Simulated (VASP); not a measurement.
**Eu: single point with PBE**

Eu:

```
Eu
1.0
    -2.30300    2.30300    2.30300
     2.30300   -2.30300    2.30300
     2.30300    2.30300   -2.30300
Eu
1
Direct
  0.00000 0.00000 0.00000
```

```json
{"Program": "VASP 6.6.1", "Task": "single point", "Functional": "PBE", "Potentials or basis": "VASP PAW PBE potentials, release 64 (Eu)", "Cutoff": "520 eV", "k mesh": "8 × 8 × 8", "Occupations": "gaussian, width 0.05 eV", "Spin": "collinear spin, ferromagnetic start", "Starting moments": "[7.0] μB", "Dipole correction": "no", "Further INCAR settings": "ALGO = Normal; EDIFF = 1e-06; NBANDS = 18"}
```

The pressure is -1.8 GPa, the net moment is 7.37 μB per cell and the site moments are Eu +6.70 μB. The valence electrons inside the program's atomic spheres are Eu 14.72.

Levels at points of the mesh, in eV from the Fermi level:
Spin up:
```tsv
k point	band 9	band 10	band 11	band 12	band 13	band 14	band 15	band 16
(0.00, 0.00, 0.00)	-0.44	-0.44	-0.44	-0.40	1.65	1.65	1.65	3.11
(0.50, 0.00, 0.00)	-0.46	-0.44	-0.44	-0.42	0.40	0.45	2.97	3.62
(0.50, 0.50, 0.50)	-0.53	-0.53	-0.40	-0.40	-0.40	4.17	4.17	4.17
```
Spin down:
| k point | band 3 | band 4 | band 5 | band 6 | band 7 | band 8 |
| --- | --- | --- | --- | --- | --- | --- |
| (0.00, 0.00, 0.00) | -18.13 | -18.13 | -3.48 | 2.59 | 2.59 | 2.59 |
| (0.50, 0.00, 0.00) | -18.25 | -18.13 | -0.86 | 1.13 | 1.30 | 3.91 |
| (0.50, 0.50, 0.50) | -18.38 | -18.38 | -0.09 | -0.09 | 3.78 | 3.78 |

Wall time 2.3 min on 1 thread of Intel Xeon 8259CL, with other jobs on the host, peak memory 0.22 GiB.

Caveat: spin-orbit coupling is left out, which moves the levels of the heavy elements. The state reached can hang on the start; a lower one may exist.
